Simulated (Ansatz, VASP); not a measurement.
**HfO2 in VASP and in Ansatz**

File INCAR:

```
  ALGO = Normal
  EDIFF = 1E-6
  ENCUT = 520
  GGA = PE
  ISIF = 2
  ISMEAR = 0
  LASPH = T
  LCHARG = T
  LELF = T
  LREAL = F
  LVHAR = T
  LWAVE = F
  NBANDS = 18
  NELM = 60
  PREC = Accurate
  SIGMA = 0.05
```

KPOINTS

```
k-points
0
Gamma
  8 8 8
```

The input POSCAR:

```
HfO2
1.0
    1.3532593968      3.3831484920      3.3831484920
    3.3831484920      1.3532593968      3.3831484920
    3.3831484920      3.3831484920      1.3532593968
Hf O
1 2
Direct
    0.0000000000      0.0000000000      0.0000000000
    0.2500000000      0.2500000000      0.2500000000
    0.7500000000      0.7500000000      0.7500000000
```

Input for Ansatz:

```yaml
crystal:
  lattice:
    - [1.3532593968, 3.383148492, 3.383148492]
    - [3.383148492, 1.3532593968, 3.383148492]
    - [3.383148492, 3.383148492, 1.3532593968]
  atoms:
    - { symbol: Hf, position: [0.0, 0.0, 0.0] }
    - { symbol: O, position: [0.25, 0.25, 0.25] }
    - { symbol: O, position: [0.75, 0.75, 0.75] }
basis:
  ecutwfc: 420
kpoints:
  mp_grid: { grid: [8, 8, 8] }
hamiltonian:
  xc: pbe
scf:
  occupations: { method: gaussian, width: 0.05 }
output:
  forces: true
  stress: true
  eigenvalues: true
```

Alike in both runs: task single point; functional PBE; k mesh 8 × 8 × 8; occupations gaussian, width 0.05 eV; no spin polarisation.

|  | VASP | Ansatz |
| --- | --- | --- |
| version | VASP 6.6.1 | Ansatz 0.2.0 |
| potentials or method | VASP PAW PBE potentials, release 64 (Hf_pv, O), cutoff 520 eV | scalar-relativistic, plane waves, PAW |
| valence electrons in the cell | 22 | 38 |

Ansatz gave:

```
gap on the k mesh at the Fermi level (eV) : 2.88
least direct gap on the mesh (eV)         : 3.51
rms of the force components (eV/Å)        : 0.295
```

Estimate VASP's values.

gap on the k mesh at the Fermi level (eV): 2.99; least direct gap on the mesh (eV): 3.59; rms of the force components (eV/Å): 0.412.

Atom by atom the forces differ by 0.117 eV/Å (rms over components). VASP's potentials hold 22 valence electrons a cell and Ansatz's 38, so a difference there can come from the potentials and not from the codes.

Neither program's run includes spin-orbit coupling.
